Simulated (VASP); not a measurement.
# SnSe2 (P1) in VASP: single point with PBE+D3(BJ)

Aim: the single point of SnSe2 with PBE+D3(BJ).

Everything below comes from runs of VASP 6.6.1. Logs are shortened: lines on timing, memory, paths and dates and some standing lists are left out, and cuts for length are marked.

## Step 1: The cell of the first run

The typed cell holds 3 atoms: a = 3.811 Å, b = 3.811 Å, c = 6.137 Å, α = 90.00°, β = 90.00°, γ = 120.00°.

## Step 2: Single point, PBE+D3(BJ) (atoms displaced along a vibrational mode)

INCAR

```
SYSTEM = SnSe2
PREC = Accurate
ENCUT = 520
EDIFF = 1E-6
ISMEAR = 0
SIGMA = 0.05
LREAL = .FALSE.
LASPH = .TRUE.
NELM = 100
ALGO = Normal
ISIF = 2
LWAVE = .FALSE.
LCHARG = .FALSE.
GGA = PE
IVDW = 12
NBANDS = 20
```

KPOINTS

```
Automatic mesh
0
G
  12 12 6
  0 0 0
```

POSCAR

```
SnSe2
1.0
    3.8109987816      0.0000000000      0.0000000000
   -1.9054993908      3.3004217586      0.0000000000
    0.0000000000      0.0000000000      6.1370000000
Sn Se
1 2
Direct
    0.0131700326      0.0096411330      0.0000000000
    0.3234346707      0.6594203427      0.2500000000
    0.6567680041      0.3260870094      0.7500000000
```

Potentials or basis: VASP PAW PBE potentials, release 64 (Sn_d, Se).

Launch:

```sh
cat potpaw_PBE.64/Sn_d/POTCAR potpaw_PBE.64/Se/POTCAR > POTCAR
mpirun -np 1 vasp_std > vasp.out
```

OUTCAR:

```text
SYSTEM = SnSe2
   PREC = Accurate
   ENCUT = 520
   EDIFF = 1E-6
   ISMEAR = 0
   LREAL = .FALSE.
   LASPH = .TRUE.
   NELM = 100
   ISIF = 2
   GGA = PE
   IVDW = 12
 IVDW          = 12

 ion  position               nearest neighbor table
   1  0.013  0.010  0.000-   3 2.62   2 2.64   2 2.67   3 2.70   3 2.73   2 2.75
   2  0.323  0.659  0.250-   1 2.64   1 2.67   1 2.75
   3  0.657  0.326  0.750-   1 2.62   1 2.70   1 2.73

  LATTYP: Found a hexagonal cell.
 ALAT       =     3.8109987816
 C/A-ratio  =     1.6103390087

  Lattice vectors:

 A1 = (   3.8109987816,   0.0000000000,   0.0000000000)
 A2 = (  -1.9054993908,   3.3004217586,   0.0000000000)
 A3 = (   0.0000000000,   0.0000000000,   6.1370000000)

Analysis of symmetry for initial positions (statically):
=====================================================================
 Subroutine PRICEL returns:
 Original cell was already a primitive cell.

 Routine SETGRP: Setting up the symmetry group for a
 hexagonal supercell.

 Subroutine GETGRP returns: Found  1 space group operations
 (whereof  1 operations were pure point group operations)
 out of a pool of 24 trial point group operations.

The static configuration has the point symmetry C_1 .

Analysis of symmetry for dynamics (positions and initial velocities):
=====================================================================
 Subroutine PRICEL returns:
 Original cell was already a primitive cell.

 Routine SETGRP: Setting up the symmetry group for a
 hexagonal supercell.

 Subroutine GETGRP returns: Found  1 space group operations
 (whereof  1 operations were pure point group operations)
 out of a pool of 24 trial point group operations.

The dynamic configuration has the point symmetry C_1 .

 Subroutine INISYM returns: Found  1 space group operations
 (whereof  1 operations are pure point group operations),
 and found     1 'primitive' translations

----------------------------------------------------------------------------------------

                                     Primitive cell

  volume of cell :      77.1906

  direct lattice vectors                    reciprocal lattice vectors
     3.810998782  0.000000000  0.000000000     0.262398405  0.151495789  0.000000000
    -1.905499391  3.300421759  0.000000000     0.000000000  0.302991579  0.000000000
     0.000000000  0.000000000  6.137000000     0.000000000  0.000000000  0.162946065

  length of vectors
     3.810998782  3.810998782  6.137000000     0.302991579  0.302991579  0.162946065

  position of ions in fractional coordinates (direct lattice)
     0.013170033  0.009641133  0.000000000
     0.323434671  0.659420343  0.250000000
     0.656768004  0.326087009  0.750000000

  ion indices of the primitive-cell ions
   primitive index   ion index
                 1           1
                 2           2
                 3           3

----------------------------------------------------------------------------------------

 KPOINTS: Automatic mesh

Automatic generation of k-mesh.
 Grid dimensions read from file:
 generate k-points for:   12   12    6

 Generating k-lattice:

  Cartesian coordinates                     Fractional coordinates (reciprocal lattice)
     0.021866534  0.012624649  0.000000000     0.083333333 -0.000000000  0.000000000
     0.000000000  0.025249298  0.000000000     0.000000000  0.083333333  0.000000000
     0.000000000  0.000000000  0.027157677     0.000000000  0.000000000  0.166666667

  Length of vectors
     0.025249298  0.025249298  0.027157677

  Shift w.r.t. Gamma in fractional coordinates (k-lattice)
     0.000000000  0.000000000  0.000000000

 Subroutine IBZKPT returns following result:
 ===========================================

 Found    436 irreducible k-points:

 Following reciprocal coordinates:
            Coordinates               Weight
  0.000000  0.000000  0.000000      1.000000
  0.083333  0.000000  0.000000      2.000000
  0.000000  0.083333  0.000000      2.000000
 -0.083333  0.083333  0.000000      2.000000
  0.166667  0.000000  0.000000      2.000000
  0.000000  0.166667  0.000000      2.000000
[... 16 lines left out ...]
  0.166667  0.083333  0.000000      2.000000
 -0.083333  0.250000  0.000000      2.000000
 [... further k-points ...]
   k-points           NKPTS =    436   k-points in BZ     NKDIM =    436   number of bands    NBANDS=     20
   number of dos      NEDOS =    301   number of ions     NIONS =      3
   total plane-waves  NPLWV =  37632
   dimension x,y,z NGX =    28 NGY =   28 NGZ =   48
   dimension x,y,z NGXF=    56 NGYF=   56 NGZF=   96
   ions per type =               1   2
   NGX,Y,Z   is equivalent  to a cutoff of  12.21, 12.21, 13.00 a.u.
   NGXF,Y,Z  is equivalent  to a cutoff of  24.43, 24.43, 26.01 a.u.
 SYSTEM =  SnSe2
   PREC   = accura    normal or accurate (medium, high low for compatibility)
   ISTART =      0    job   : 0-new  1-cont  2-samecut
   ICHARG =      2    charge: 1-file 2-atom 10-const
   ISPIN  =      1    spin polarized calculation?
   LNONCOLLINEAR =      F non collinear calculations
   LSORBIT =      F    spin-orbit coupling
   LASPH  =      T    aspherical Exc in radial PAW
   ENCUT  =  520.0 eV  38.22 Ry    6.18 a.u.   7.09  7.09 11.41*2*pi/ulx,y,z
   NELM   =    100;   NELMIN=  2; NELMDL= -5     # of ELM steps
   EDIFF  = 0.1E-05   stopping-criterion for ELM
   LREAL  =      F    real-space projection
   EDIFFG = 0.1E-04   stopping-criterion for IOM
   NSW    =      0    number of steps for IOM
   IBRION =     -1    ionic relax: 0-MD 1-quasi-New 2-CG
   NFREE  =      0    steps in history (QN), initial steepest desc. (CG)
   ISIF   =      2    stress and relaxation
   ISYM   =      2    0-nonsym 1-usesym 2-fastsym
   POTIM  = 0.5000    time-step for ionic-motion
   TEBEG  =    0.0;   TEEND  =   0.0 temperature during run
   PSTRESS=    0.0 pullay stress
   NELECT =      26.0000    total number of electrons
   NUPDOWN=      -1.0000    fix difference up-down
   EMIN   =  10.00;   EMAX   =-10.00  energy-range for DOS
   EFERMI =   0.00;   METHOD = LEGACY
   ISMEAR =     0;   SIGMA  =   0.05  broadening in eV -4-tet -1-fermi 0-gaus
   EFERMI_NEDOS =   21; number of points for ismear=-14 and -15
   IALGO  =     38    algorithm
   IMIX   =      4    mixing-type and parameters
     AMIX     =   0.40;   BMIX     =  1.00
     AMIX_MAG =   1.60;   BMIX_MAG =  1.00
  volume/ion in A,a.u.               =      25.73       173.64
  Fermi-wavevector in a.u.,A,eV,Ry     =   1.139054  2.152501 17.652812  1.297445
  Thomas-Fermi vector in A             =   2.275758
   LORBIT       =      0    0 simple, 1 ext, 2 COOP (PROOUT), +10 PAW based schemes
   GGA     = PE    functional components
   LHFCALC =     F    Hartree Fock is set to
   AEXX    =    0.0000 exact exchange contribution
   IVDW    =    12    specifies the selected vdW correction
   LEPSILON=     F    determine dielectric tensor
   LRPA    =     F    only Hartree local field effects (RPA)
 non-spin polarized calculation
 Gauss-broadening in eV      SIGMA  =   0.05
  energy-cutoff  :      520.00
  volume of cell :       77.19
 maximum number of plane-waves:      2109
   NGX = 15   NGY = 15   NGZ = 23

 number of electron      26.0000001 magnetization

 Free energy of the ion-electron system (eV)
  ---------------------------------------------------
  ext. energy  EPLUGINS =         0.00000000
  ---------------------------------------------------
  free energy    TOTEN  =       -11.73722928 eV

  energy without entropy =      -11.73722928  energy(sigma->0) =      -11.73722928

 E-fermi :   4.4238     XC(G=0):  -9.4590

 val. band max:        4.2082342516   @ k =  -0.0833   0.1667   0.0000
 cond. band min:       4.9077976631   @ k =   0.4167  -0.4167   0.3333
 fundamental gap:      0.6995634114
 Fermi energy:         4.4238433289

 k-point     1 :       0.0000    0.0000    0.0000
  band No.  band energies     occupation
      1     -17.1005      2.00000
      2     -17.0983      2.00000
      3     -17.0588      2.00000
      4     -17.0455      2.00000
      5     -17.0443      2.00000
      6      -9.8175      2.00000
[... 12 lines left out ...]
     19      13.1099      0.00000
     20      13.1219      0.00000

 k-point     2 :       0.0833    0.0000    0.0000
  band No.  band energies     occupation
      1     -17.1039      2.00000
      2     -17.0959      2.00000
      3     -17.0568      2.00000
      4     -17.0470      2.00000
      5     -17.0439      2.00000
      6      -9.7478      2.00000
[... 12 lines left out ...]
     19      12.5681      0.00000
     20      13.2092      0.00000

 k-point     3 :       0.0000    0.0833    0.0000
  band No.  band energies     occupation
      1     -17.1033      2.00000
      2     -17.0966      2.00000
      3     -17.0568      2.00000
      4     -17.0466      2.00000
      5     -17.0443      2.00000
      6      -9.7478      2.00000
[... 12 lines left out ...]
     19      12.5615      0.00000
     20      13.2103      0.00000

 k-point     4 :      -0.0833    0.0833    0.0000
  band No.  band energies     occupation
      1     -17.1025      2.00000
      2     -17.0973      2.00000
      3     -17.0568      2.00000
      4     -17.0461      2.00000
      5     -17.0448      2.00000
      6      -9.7477      2.00000
[... 12 lines left out ...]
     19      12.5548      0.00000
     20      13.2114      0.00000

 k-point     5 :       0.1667    0.0000    0.0000
  band No.  band energies     occupation
      1     -17.1141      2.00000
      2     -17.0899      2.00000
      3     -17.0538      2.00000
      4     -17.0483      2.00000
      5     -17.0418      2.00000
      6      -9.5429      2.00000
[... 12 lines left out ...]
     19      12.4342      0.00000
     20      13.3824      0.00000
[... 353 lines left out ...]
      6      -9.6100      2.00000
[... 12 lines left out ...]
     19      12.3720      0.00000
     20      13.4537      0.00000

 k-point    22 :      -0.1667    0.0833    0.0000
  band No.  band energies     occupation
      1     -17.1094      2.00000
      2     -17.0932      2.00000
      3     -17.0532      2.00000
      4     -17.0493      2.00000
      5     -17.0427      2.00000
      6      -9.6102      2.00000
[... 12 lines left out ...]
     19      12.3683      0.00000
     20      13.4593      0.00000

 k-point    23 :       0.1667    0.0833    0.0000
  band No.  band energies     occupation
      1     -17.1217      2.00000
      2     -17.0876      2.00000
      3     -17.0544      2.00000
      4     -17.0468      2.00000
      5     -17.0375      2.00000
      6      -9.3449      2.00000
[... 12 lines left out ...]
     19      11.8855      0.00000
     20      13.6942      0.00000

 k-point    24 :      -0.0833    0.2500    0.0000
  band No.  band energies     occupation
      1     -17.1202      2.00000
      2     -17.0892      2.00000
      3     -17.0540      2.00000
      4     -17.0471      2.00000
      5     -17.0375      2.00000
      6      -9.3440      2.00000
[... 12 lines left out ...]
     19      11.8913      0.00000
     20      13.6856      0.00000

 [... further k-points ...]

------------------------ aborting loop because EDIFF is reached ----------------------------------------

 Edisp (eV)   -1.08285

 E8    (eV) :    -0.4737

  FORCE on cell =-STRESS in cart. coord.  units (eV):
  Direction    XX          YY          ZZ          XY          YZ          ZX
  --------------------------------------------------------------------------------------
  -------------------------------------------------------------------------------------
  Total       1.31250     1.31182     2.00212     0.03551    -0.00003    -0.09903
  in kB      27.24238    27.22835    41.55626     0.73703    -0.00054    -2.05547
  external pressure =       32.01 kB  Pullay stress =        0.00 kB

 VOLUME and BASIS-vectors are now :
 -----------------------------------------------------------------------------
  energy-cutoff  :      520.00
  volume of cell :       77.19
      direct lattice vectors                 reciprocal lattice vectors
     3.810998782  0.000000000  0.000000000     0.262398405  0.151495789  0.000000000
    -1.905499391  3.300421759  0.000000000     0.000000000  0.302991579  0.000000000
     0.000000000  0.000000000  6.137000000     0.000000000  0.000000000  0.162946065

 POSITION                                       TOTAL-FORCE (eV/Angst)
 -----------------------------------------------------------------------------------
      0.03182      0.03182      0.00000        -0.370931     -0.370816      0.003394
     -0.02392      2.17637      1.53425         0.153875      0.185383      0.781100
      1.88158      1.07622      4.60275         0.217056      0.185433     -0.784494
 -----------------------------------------------------------------------------------
    total drift:                               -0.000013      0.000160     -0.000000

  FREE ENERGIE OF THE ION-ELECTRON SYSTEM (eV)
  ---------------------------------------------------
  free  energy   TOTEN  =       -12.8200761519 eV

  energy  without entropy=      -12.8200761519  energy(sigma->0) =      -12.82007615
```

Wall time 3.1 min (1 thread of Intel Xeon 6975P-C (Granite Rapids), shared host); peak memory 0.7 GiB.

Results:

```yaml
Free_energy: -12.8201 eV
Pressure: 3.2 GPa
Largest_force: 0.835 eV/Å
Band_gap_on_the_k_mesh: 0.70 eV (least direct gap 1.08 eV)
Dispersion_energy_per_atom: -0.361 eV
```

Forces in eV/Å, atoms in the order of the input:
```
Sn  -0.371 -0.371  0.003
Se   0.154  0.185  0.781
Se   0.217  0.185 -0.784
```

Stress tensor (GPa, compression positive):
```
 2.72  0.07 -0.21
 0.07  2.72  0.00
-0.21  0.00  4.16
```

Caveat: the cell differs from its parent crystal (atoms displaced along a vibrational mode); the cell stands under pressure; semilocal functionals underestimate gaps, and a narrow one can read as zero; spin-orbit coupling is left out, which moves the levels of the heavy elements.
